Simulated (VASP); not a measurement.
Tl3ICl2, 6 atoms in the cell. It takes space group P4/mmm (No. 123, tetragonal). The conventional cell has a = 4.003 Å, b = 4.003 Å, c = 12.081 Å, α = 90.00°, β = 90.00°, γ = 90.00°. Within 4.5 Å of Tl (site symmetry 4mm) lie 4 Cl at 3.40 Å and 4 I at 3.61 Å and 6 Tl at 3.80 to 4.48 Å. Within 4.5 Å of Tl (site symmetry 4/mmm) lie 8 Cl at 3.42 Å and 6 Tl at 3.80 to 4.00 Å. Within 4.7 Å of I (site symmetry 4/mmm) lie 8 Tl at 3.61 Å and 4 I at 4.00 Å and 2 Cl at 4.12 Å. Within 4.5 Å of Cl (site symmetry 4mm) lie 8 Tl at 3.40 to 3.42 Å and 5 Cl at 3.84 to 4.00 Å and 1 I at 4.12 Å. The cell was generated, and may not be a known phase.

```yaml
Program: VASP 6.6.1
Task: single point
Functional: PBE
Potentials_or_basis: VASP PAW PBE potentials, release 64 (Tl_d, I, Cl)
Cutoff: 500 eV
k_mesh: 3 × 3 × 1
Occupations: gaussian, width 0.15 eV
Spin: no spin polarisation
Dipole_correction: no
Further_INCAR_settings: ALGO = Normal; EDIFF = 1e-06; NBANDS = 39
```

Potentials or basis: VASP PAW PBE potentials, release 64 (Tl_d, I, Cl).

Run with:

```sh
$ cat potpaw_PBE.64/Tl_d/POTCAR potpaw_PBE.64/I/POTCAR potpaw_PBE.64/Cl/POTCAR > POTCAR
$ mpirun -np 1 vasp_std > vasp.out
```

Hardware: 1 thread of Intel Xeon 8259CL, with other jobs on the host.

**Question.** How long does it take, and how much memory?

**Answer.** Wall time 61 s on 1 thread of Intel Xeon 8259CL (shared host), peak memory 0.26 GiB. Counts: scf iterations 15, k points 3.
